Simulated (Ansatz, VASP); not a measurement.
Zr: VASP beside Ansatz

Contents of INCAR:

```
PREC = Accurate ; ENCUT = 520
EDIFF = 1E-7 ; ISMEAR = 1
SIGMA = 0.013 ; LREAL = F
LASPH = T ; NELM = 60
ALGO = Fast ; ISIF = 2
LWAVE = F ; LCHARG = T
GGA = RP ; LELF = T
LVHAR = T ; NBANDS = 19
```

Contents of KPOINTS:

```
regular mesh
0
Gamma
  6 6 4
```

File POSCAR:

```
Zr
1.0
    3.2392314131      0.0000000000      0.0000000000
   -1.6196157065      2.8052566925      0.0000000000
    0.0000000000      0.0000000000      5.1722200000
Zr
2
Direct
    0.5683333333      1.1886666667      0.8040000000
    0.9016666667      0.8553333333      1.3040000000
```

Input for Ansatz:

```yaml
crystal:
  lattice:
    - [3.2392314131, 0.0, 0.0]
    - [-1.6196157065, 2.8052566925, 0.0]
    - [0.0, 0.0, 5.17222]
  atoms:
    - { symbol: Zr, position: [0.5683333333, 1.1886666667, 0.804] }
    - { symbol: Zr, position: [0.9016666667, 0.8553333333, 1.304] }
basis:
  ecutwfc: 420
kpoints:
  mp_grid: { grid: [6, 6, 4] }
hamiltonian:
  xc: rpbe
scf:
  occupations: { method: cold, width: 0.013 }
output:
  forces: true
  stress: true
  eigenvalues: true
```

Alike in both runs: task single point; functional RPBE; k mesh 6 × 6 × 4; no spin polarisation.

```csv
,VASP,Ansatz
version,VASP 6.6.1,Ansatz 0.2.0
potentials or method,"VASP PAW PBE potentials, release 64 (Zr_sv), cutoff 520 eV","scalar-relativistic, plane waves, PAW"
occupations,"methfessel-paxton of order 1, width 0.013 eV","cold, width 0.013 eV"
valence electrons in the cell,24,24
```

```csv
,VASP,Ansatz,Ansatz less VASP
gap on the k mesh at the Fermi level (eV),none,none,-
pressure (GPa),1.5,1.6,+0.02
"traceless stress, the component that is largest in VASP (GPa)",0.25,0.26,+0.005
```

VASP's potentials were made for PBE, not for RPBE. A gap of «none» marks a metal or a gap that the smearing closes.

The k mesh is coarse, so the values compare programs but aren't converged.
